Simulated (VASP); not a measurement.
# H6C16O in VASP: single point with PBEsol

Aim: the single point of H6C16O with PBEsol.

All numbers are computed with VASP 6.6.1; they aren't measurements. Logs are shortened: lines on timing, memory, paths and dates and some standing lists are left out, and cuts for length are marked.

## 1. The cell of the first run

The cell holds a slab with vacuum, 23 atoms: a = 5.049 Å, b = 5.049 Å, c = 15.776 Å, α = 90.00°, β = 90.00°, γ = 60.00°.

## 2. Single point, PBEsol, collinear spin, ferromagnetic start

Contents of INCAR:

```
SYSTEM = H6C16O
PREC     = Accurate       ! precision mode
ENCUT    = 520            ! plane-wave cutoff, eV
EDIFF    = 1E-6           ! SCF threshold, eV
ISMEAR   = 0              ! smearing method
SIGMA    = 0.02           ! smearing width, eV
LREAL    = Auto         
LASPH    = .True.         ! aspherical terms in the spheres
NELM     = 150            ! most SCF steps
ALGO     = Normal         ! electronic algorithm
ISIF     = 2              ! what is computed and relaxed
LWAVE    = .False.        ! write WAVECAR
LCHARG   = .False.        ! write CHGCAR
ISPIN    = 2              ! spin polarisation
MAGMOM   = 0 0 0 0 0 0 0 0 0 0 0 0 0 0 0 0 0 0 0 0 0 0 1 ! initial moments
LORBIT   = 11             ! projections on sites
GGA      = PS             ! functional
NBANDS   = 59             ! bands
```

Contents of KPOINTS:

```
Automatic mesh
0
Gamma
  3 3 1
  0 0 0
```

Contents of POSCAR:

```
H6C16O
1.0
    5.0487420000      0.0000000000      0.0000000000
    2.5243710000      4.3723390000      0.0000000000
    0.0000000000      0.0000000000     15.7764260000
H C O
6 16 1
Direct
    0.1666666400      0.1666666700      0.0633857100
    0.6666666900      0.1666666700      0.0633857100
    0.1666666500      0.6666667000      0.0633857100
    0.6666666500      0.6666667000      0.0633857100
   -0.0039234101      0.4968619427      0.3662372410
    0.5070614675      0.4968619427      0.3662372410
    0.1666666400      0.1666666700      0.1331100000
    0.6666666900      0.1666666700      0.1331100000
    0.1666666500      0.6666667000      0.1331100000
    0.6666666500      0.6666667000      0.1331100000
   -0.1666666750      0.3333333500      0.1657717100
    0.3333333250      0.3333333500      0.1657717100
   -0.1666667050      0.8333333700      0.1657717100
    0.3333333350      0.8333333700      0.1657717100
   -0.1676981457      0.3353962915      0.2637728639
    0.3331154958      0.3337690083      0.2661852053
   -0.1673510625      0.8326316968      0.2657072558
    0.3347193656      0.8326316968      0.2657072558
   -0.0012416199      0.0024832399      0.3013910676
    0.4999580006      0.0000839987      0.2812326923
   -0.0029060114      0.4985762142      0.2962537839
    0.5043297971      0.4985762142      0.2962537839
    0.0031869321      0.9936261359      0.3846772495
```

Potentials or basis: VASP PAW PBE potentials, release 64 (H, C, O).

Command:

```bash
$ cat potpaw_PBE.64/H/POTCAR potpaw_PBE.64/C/POTCAR potpaw_PBE.64/O/POTCAR > POTCAR
$ mpirun -np 1 vasp_std > vasp.out
```

OUTCAR:

```text
SYSTEM = H6C16O
   PREC = Accurate
   ENCUT = 520
   EDIFF = 1E-6
   ISMEAR = 0
   LREAL = Auto
   LASPH = .True.
   NELM = 150
   ISIF = 2
   ISPIN = 2
   LORBIT = 11
   GGA = PS

 ion  position               nearest neighbor table
   1  0.167  0.167  0.063-   7 1.10
   2  0.667  0.167  0.063-   8 1.10
   3  0.167  0.667  0.063-   9 1.10
   4  0.667  0.667  0.063-  10 1.10
   5  0.996  0.497  0.366-  21 1.10
   6  0.507  0.497  0.366-  22 1.10
   7  0.167  0.167  0.133-   1 1.10  14 1.55  11 1.55  12 1.55
   8  0.667  0.167  0.133-   2 1.10  13 1.55  11 1.55  12 1.55
   9  0.167  0.667  0.133-   3 1.10  14 1.55  13 1.55  12 1.55
  10  0.667  0.667  0.133-   4 1.10  13 1.55  14 1.55  11 1.55
  11  0.833  0.333  0.166-   8 1.55   7 1.55  10 1.55  15 1.55
  12  0.333  0.333  0.166-   9 1.55   7 1.55   8 1.55  16 1.58
  13  0.833  0.833  0.166-   8 1.55  10 1.55   9 1.55  17 1.58
  14  0.333  0.833  0.166-   7 1.55  10 1.55   9 1.55  18 1.58
  15  0.832  0.335  0.264-  21 1.52  22 1.52  11 1.55  19 1.57
  16  0.333  0.334  0.266-  20 1.48  22 1.54  21 1.54  12 1.58
  17  0.833  0.833  0.266-  20 1.48  21 1.54  19 1.57  13 1.58
  18  0.335  0.833  0.266-  20 1.48  22 1.54  19 1.57  14 1.58
  19  0.999  0.002  0.301-  23 1.31  15 1.57  18 1.57  17 1.57
  20  0.500  0.000  0.281-  17 1.48  18 1.48  16 1.48
  21  0.997  0.499  0.296-   5 1.10  15 1.52  17 1.54  16 1.54
  22  0.504  0.499  0.296-   6 1.10  15 1.52  18 1.54  16 1.54
  23  0.003  0.994  0.385-  19 1.31

  LATTYP: Found a hexagonal cell.
 ALAT       =     5.0487421480
 C/A-ratio  =     3.1248230822

  Lattice vectors:

 A1 = (  -2.5243710000,  -4.3723390000,   0.0000000000)
 A2 = (   5.0487420000,   0.0000000000,   0.0000000000)
 A3 = (   0.0000000000,   0.0000000000,  15.7764260000)

Analysis of symmetry for initial positions (statically):
=====================================================================
 Subroutine PRICEL returns:
 Original cell was already a primitive cell.

 Routine SETGRP: Setting up the symmetry group for a
 hexagonal supercell.

 Subroutine GETGRP returns: Found  2 space group operations
 (whereof  2 operations were pure point group operations)
 out of a pool of 24 trial point group operations.

The static configuration has the point symmetry C_1h.

Analysis of symmetry for dynamics (positions and initial velocities):
=====================================================================
 Subroutine PRICEL returns:
 Original cell was already a primitive cell.

 Routine SETGRP: Setting up the symmetry group for a
 hexagonal supercell.

 Subroutine GETGRP returns: Found  2 space group operations
 (whereof  2 operations were pure point group operations)
 out of a pool of 24 trial point group operations.

The dynamic configuration has the point symmetry C_1h.

Analysis of structural, dynamic, and magnetic symmetry:
=====================================================================
 Subroutine PRICEL returns:
 Original cell was already a primitive cell.

 Routine SETGRP: Setting up the symmetry group for a
 hexagonal supercell.

 Subroutine GETGRP returns: Found  2 space group operations
 (whereof  2 operations were pure point group operations)
 out of a pool of 24 trial point group operations.

The overall configuration has the point symmetry C_1h.

 Subroutine INISYM returns: Found  2 space group operations
 (whereof  2 operations are pure point group operations),
 and found     1 'primitive' translations

----------------------------------------------------------------------------------------

                                     Primitive cell

  volume of cell :     348.2616

  direct lattice vectors                    reciprocal lattice vectors
     5.048742000  0.000000000  0.000000000     0.198069143 -0.114355268  0.000000000
     2.524371000  4.372339000  0.000000000     0.000000000  0.228710537  0.000000000
     0.000000000  0.000000000 15.776426000     0.000000000  0.000000000  0.063385712

  length of vectors
     5.048742000  5.048742148 15.776426000     0.228710544  0.228710537  0.063385712

  position of ions in fractional coordinates (direct lattice)
     0.166666640  0.166666670  0.063385710
     0.666666690  0.166666670  0.063385710
     0.166666650  0.666666700  0.063385710
     0.666666650  0.666666700  0.063385710
     0.996076590  0.496861943  0.366237241
     0.507061468  0.496861943  0.366237241
[... 15 lines left out ...]
     0.504329797  0.498576214  0.296253784
     0.003186932  0.993626136  0.384677250

  ion indices of the primitive-cell ions
   primitive index   ion index
                 1           1
[... 52 lines left out ...]
  0.333333  0.000000  0.000000      4.000000
  0.000000  0.333333  0.000000      2.000000
 -0.333333  0.333333  0.000000      2.000000
   k-points           NKPTS =      4   k-points in BZ     NKDIM =      4   number of bands    NBANDS=     59
   number of dos      NEDOS =    301   number of ions     NIONS =     23
   total plane-waves  NPLWV = 192000
   dimension x,y,z NGX =    40 NGY =   40 NGZ =  120
   dimension x,y,z NGXF=    80 NGYF=   80 NGZF=  240
   ions per type =               6  16   1
   NGX,Y,Z   is equivalent  to a cutoff of  13.17, 13.17, 12.65 a.u.
   NGXF,Y,Z  is equivalent  to a cutoff of  26.34, 26.34, 25.29 a.u.
 SYSTEM =  H6C16O
   PREC   = accura    normal or accurate (medium, high low for compatibility)
   ISTART =      0    job   : 0-new  1-cont  2-samecut
   ICHARG =      2    charge: 1-file 2-atom 10-const
   ISPIN  =      2    spin polarized calculation?
   LNONCOLLINEAR =      F non collinear calculations
   LSORBIT =      F    spin-orbit coupling
   LASPH  =      T    aspherical Exc in radial PAW
   ENCUT  =  520.0 eV  38.22 Ry    6.18 a.u.   9.39  9.39 29.33*2*pi/ulx,y,z
   NELM   =    150;   NELMIN=  2; NELMDL= -5     # of ELM steps
   EDIFF  = 0.1E-05   stopping-criterion for ELM
   LREAL  =      T    real-space projection
   EDIFFG = 0.1E-04   stopping-criterion for IOM
   NSW    =      0    number of steps for IOM
   IBRION =     -1    ionic relax: 0-MD 1-quasi-New 2-CG
   NFREE  =      0    steps in history (QN), initial steepest desc. (CG)
   ISIF   =      2    stress and relaxation
   ISYM   =      2    0-nonsym 1-usesym 2-fastsym
   POTIM  = 0.5000    time-step for ionic-motion
   TEBEG  =    0.0;   TEEND  =   0.0 temperature during run
   PSTRESS=    0.0 pullay stress
   NELECT =      76.0000    total number of electrons
   NUPDOWN=      -1.0000    fix difference up-down
   EMIN   =  10.00;   EMAX   =-10.00  energy-range for DOS
   EFERMI =   0.00;   METHOD = LEGACY
   ISMEAR =     0;   SIGMA  =   0.02  broadening in eV -4-tet -1-fermi 0-gaus
   EFERMI_NEDOS =   21; number of points for ismear=-14 and -15
   IALGO  =     38    algorithm
   IMIX   =      4    mixing-type and parameters
     AMIX     =   0.40;   BMIX     =  1.00
     AMIX_MAG =   1.60;   BMIX_MAG =  1.00
  volume/ion in A,a.u.               =      15.14       102.18
  Fermi-wavevector in a.u.,A,eV,Ry     =   0.985623  1.862557 13.217416  0.971453
  Thomas-Fermi vector in A             =   2.116944
   LORBIT       =     11    0 simple, 1 ext, 2 COOP (PROOUT), +10 PAW based schemes
   GGA     = PS    functional components
   LHFCALC =     F    Hartree Fock is set to
   AEXX    =    0.0000 exact exchange contribution
   IVDW    =     0    specifies the selected vdW correction
   LEPSILON=     F    determine dielectric tensor
   LRPA    =     F    only Hartree local field effects (RPA)
 spin polarized calculation
 Gauss-broadening in eV      SIGMA  =   0.02
  energy-cutoff  :      520.00
  volume of cell :      348.26
 maximum number of plane-waves:      9407
 NGX is ok and might be reduce to    40
   NGX = 19   NGY = 19   NGZ = 59

 number of electron      76.0000000 magnetization      -0.0000059

 number of electron      76.0000000 magnetization       0.0000084

 Free energy of the ion-electron system (eV)
  ---------------------------------------------------
  ext. energy  EPLUGINS =         0.00000000
  ---------------------------------------------------
  free energy    TOTEN  =      -178.69810544 eV

  energy without entropy =     -178.69809355  energy(sigma->0) =     -178.69809950

 E-fermi :  -0.3432     XC(G=0):  -5.2848

 val. band max:       -0.3865772294   @ k =   0.0000   0.0000   0.0000
 cond. band min:      -0.2942024359   @ k =   0.3333   0.0000   0.0000
 fundamental gap:      0.0923747935
 Fermi energy:        -0.3431655835

 spin component 1

 k-point     1 :       0.0000    0.0000    0.0000
  band No.  band energies     occupation
      1     -21.3743      1.00000
      2     -19.9670      1.00000
      3     -17.8482      1.00000
      4     -15.9355      1.00000
      5     -15.9245      1.00000
      6     -15.8317      1.00000
[... 201 lines left out ...]
     49       6.8514      0.00000
     50       6.8972      0.00000
 Fermi energy:        -0.3431655835

 spin component 2

 k-point     1 :       0.0000    0.0000    0.0000
  band No.  band energies     occupation
      1     -21.3695      1.00000
      2     -19.8901      1.00000
      3     -17.8439      1.00000
      4     -15.9465      1.00000
      5     -15.9301      1.00000
      6     -15.8386      1.00000
[... 201 lines left out ...]
     49       6.8072      0.00000
     50       6.8420      0.00000
 [bands above 50 left out]

------------------------ aborting loop because EDIFF is reached ----------------------------------------

  FORCE on cell =-STRESS in cart. coord.  units (eV):
  Direction    XX          YY          ZZ          XY          YZ          ZX
  --------------------------------------------------------------------------------------
  -------------------------------------------------------------------------------------
  Total       -2.6180110     -3.1664390     -0.6037957      0.0000000      0.0089106      0.0000000
  in kB      -12.0441574    -14.5672000     -2.7777615      0.0000000      0.0409930      0.0000000
  external PRESSURE =      -9.7963729 kB  Pullay stress =       0.0000000 kB

 VOLUME and BASIS-vectors are now :
 -----------------------------------------------------------------------------
  energy-cutoff  :      520.00
  volume of cell :      348.26
      direct lattice vectors                 reciprocal lattice vectors
     5.048742000  0.000000000  0.000000000     0.198069143 -0.114355268  0.000000000
     2.524371000  4.372339000  0.000000000     0.000000000  0.228710537  0.000000000
     0.000000000  0.000000000 15.776426000     0.000000000  0.000000000  0.063385712

 POSITION                                       TOTAL-FORCE (eV/Angst)
 -----------------------------------------------------------------------------------
      1.26219      0.72872      1.00000         0.030457     -0.003418     -0.286407
      3.78656      0.72872      1.00000        -0.030457     -0.003418     -0.286407
      2.52437      2.91489      1.00000         0.000000     -0.013636     -0.308315
      5.04874      2.91489      1.00000         0.000000      0.013955     -0.316919
      6.28320      2.17245      5.77791        -0.002715      0.000682      0.042124
      3.81429      2.17245      5.77791         0.002715      0.000682      0.042124
[... 15 lines left out ...]
      3.80482      2.17994      4.67383        -0.012671     -0.000412      0.005689
      2.52437      4.34447      6.06883         0.000000     -0.002301      0.354303
 -----------------------------------------------------------------------------------
    total drift:                               -0.000000     -0.014560     -0.061983

  FREE ENERGIE OF THE ION-ELECTRON SYSTEM (eV)
  ---------------------------------------------------
  free  energy   TOTEN  =      -178.6981054446 eV

  energy  without entropy=     -178.6980935516  energy(sigma->0) =     -178.69809950

 total charge

# of ion       s       p       d       tot
------------------------------------------
    1        0.640   0.043   0.000   0.684
    2        0.640   0.043   0.000   0.684
    3        0.638   0.044   0.000   0.682
    4        0.641   0.044   0.000   0.684
    5        0.620   0.046   0.000   0.667
    6        0.620   0.046   0.000   0.667
[... 15 lines left out ...]
   22        0.831   1.763   0.000   2.594
   23        1.577   3.463   0.000   5.040
--------------------------------------------------
tot         18.688  31.386   0.000  50.074

 magnetization (x)

# of ion       s       p       d       tot
------------------------------------------
    1       -0.000   0.000   0.000  -0.000
    2       -0.000   0.000   0.000  -0.000
    3       -0.001  -0.000   0.000  -0.001
    4       -0.000   0.000   0.000   0.000
    5        0.000   0.000   0.000   0.000
    6        0.000   0.000   0.000   0.000
[... 15 lines left out ...]
   22       -0.001  -0.001   0.000  -0.001
   23        0.001   0.089   0.000   0.090
--------------------------------------------------
tot         -0.006   0.040   0.000   0.035
```

It took 17 min on 1 thread of AMD EPYC 7R43 (Zen 3), shared host; peak memory 0.58 GiB.

What came out:

- Free energy: -178.6981 eV
- Largest force: 1.683 eV/Å
- Band gap on the k mesh: 0.09 eV (least direct gap 0.21 eV)
- Net moment: 0.00 μB per cell
- Site moments: H -0.00, +0.00 (each value once); C +0.00, -0.00, -0.01, +0.01, -0.07 (each value once); O +0.09 μB
- Valence electrons inside the program's atomic spheres: H 0.68, 0.67 (each value once); C 2.58, 2.55, 2.53, 2.57, 2.56, 2.52, 2.51, 2.59 (each value once); O 5.04

Forces on the atoms (eV/Å):
```
H    0.030 -0.003 -0.286
H   -0.030 -0.003 -0.286
H    0.000 -0.014 -0.308
H    0.000  0.014 -0.317
H   -0.003  0.001  0.042
H    0.003  0.001  0.042
C   -0.048  0.048  1.397
C    0.048  0.048  1.397
C    0.000  0.004  1.683
C    0.000 -0.089  1.255
C    0.000 -0.200 -0.578
C    0.000  0.012 -1.409
C    0.056  0.094 -1.351
C   -0.056  0.094 -1.351
C    0.000 -0.009  0.015
C    0.000  0.035 -0.024
C    0.025 -0.008 -0.021
C   -0.025 -0.008 -0.021
C    0.000 -0.012 -0.320
C    0.000 -0.002  0.075
C    0.013  0.000  0.006
C   -0.013  0.000  0.006
O    0.000 -0.002  0.354
```

Caveat: the k points lie up to 0.48 Å⁻¹ apart; there is no dipole correction, which matters where the two faces differ; semilocal functionals underestimate gaps, and a narrow one can read as zero; the PAW data sets were made with another functional, which shifts forces and pressure a little.
